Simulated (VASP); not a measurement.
Input of a VASP 6.6.1 run:

The input INCAR:

```
ALGO = Normal
EDIFF = 1E-7
ENCUT = 520
GGA = PE
ISIF = 2
ISMEAR = -1
LASPH = T
LCHARG = F
LREAL = F
LWAVE = F
NBANDS = 26
NELM = 60
PREC = Accurate
SIGMA = 0.1
```

KPOINTS

```
k-points
0
Gamma
  9 9 13
```

POSCAR

```
Nb
1.0
    4.1133602764      0.0000000000      0.0000000000
   -2.0566801382      3.5622744943      0.0000000000
    0.0000000000      0.0000000000      2.3200792014
Nb
3
Direct
    0.0000000000      0.0000000000      0.0000000000
    0.3333333333      0.6666666667      0.5000000000
    0.6666666667      0.3333333333      0.5000000000
```

Potentials or basis: VASP PAW PBE potentials, release 64 (Nb_sv).

Launch:

```sh
$ cat potpaw_PBE.64/Nb_sv/POTCAR > POTCAR
$ mpirun -np 1 vasp_std > vasp.out
```

Task: Predict the pressure.

Result: 200.0 GPa.

Stress tensor (GPa, compression positive):
```
199.83   0.00   0.00
  0.00 199.83   0.00
  0.00   0.00 200.25
```
